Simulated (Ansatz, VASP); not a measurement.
Given: the input of a run of VASP 6.6.1 on NbTe.

Contents of INCAR:

```
SYSTEM = NbTe
  PREC = Accurate
  ENCUT = 520
  EDIFF = 1E-6
  ISMEAR = -1
  SIGMA = 0.05
  LREAL = .FALSE.
  LASPH = .TRUE.
  NELM = 80
  ALGO = Normal
  ISIF = 2
  LWAVE = .FALSE.
  LCHARG = .FALSE.
  NBANDS = 16
```

The input KPOINTS:

```
Automatic mesh
0
G
  8 8 7
  0 0 0
```

The input POSCAR:

```
NbTe
1.0
    3.6781214607      0.0000000000      0.0000000000
   -1.8390607303      3.1853466232      0.0000000000
    0.0000000000      0.0000000000      3.6694168905
Te Nb
1 1
Direct
    0.6666666667      0.3333333333      0.0000000000
    0.0000000000      0.0000000000      0.5000000000
```

Potentials or basis: VASP PAW LDA potentials, release 64 (Te, Nb_sv).

Launch:

```sh
$ cat potpaw_LDA.64/Te/POTCAR potpaw_LDA.64/Nb_sv/POTCAR > POTCAR
$ mpirun -np 1 vasp_std > vasp.out
```

Task: Translate it to Ansatz 0.2.0. Potentials there: all-electron LAPW, scalar-relativistic.

Result: As run (the cutoff follows the program's own potentials):

The input input.yaml:

```yaml
crystal:
  lattice:
    - [3.6781214607, 0.0, 0.0]
    - [-1.8390607303, 3.1853466232, 0.0]
    - [0.0, 0.0, 3.6694168905]
  atoms:
    - { symbol: Te, position: [0.6666666667, 0.3333333333, 0.0] }
    - { symbol: Nb, position: [0.0, 0.0, 0.5] }
kpoints:
  mp_grid: { grid: [8, 8, 7] }
scf:
  occupations: { method: fermi_dirac, width: 0.05 }
hamiltonian:
  xc: lda
  pseudopotentials: { kind: all_electron, lapw: { basis_error: 0.001 } }
output:
  forces: true
  stress: true
  eigenvalues: true
```

Potentials or basis: all-electron LAPW, scalar-relativistic.

Launch:

```sh
$ ansatz run input.yaml --threads 1 --pin off --max-ram 3072MiB --backend cpu --events-out ev --progress --plain --runs-dir out
```

Both were run:

|  | VASP | Ansatz | Ansatz less VASP |
| --- | --- | --- | --- |
| gap on the k mesh at the Fermi level (eV) | none | none | - |
| pressure (GPa) | -5.3 | -5.2 | +0.04 |
| traceless stress, the component that is largest in VASP (GPa) | -0.06 | -0.02 | +0.038 |

LDA's correlation is that of Perdew and Zunger in VASP and of Perdew and Wang (1992) in Ansatz. A gap of «none» marks a metal or a gap that the smearing closes. Ansatz ran all-electron here, and VASP with PAW potentials.

Neither program's run includes spin-orbit coupling.
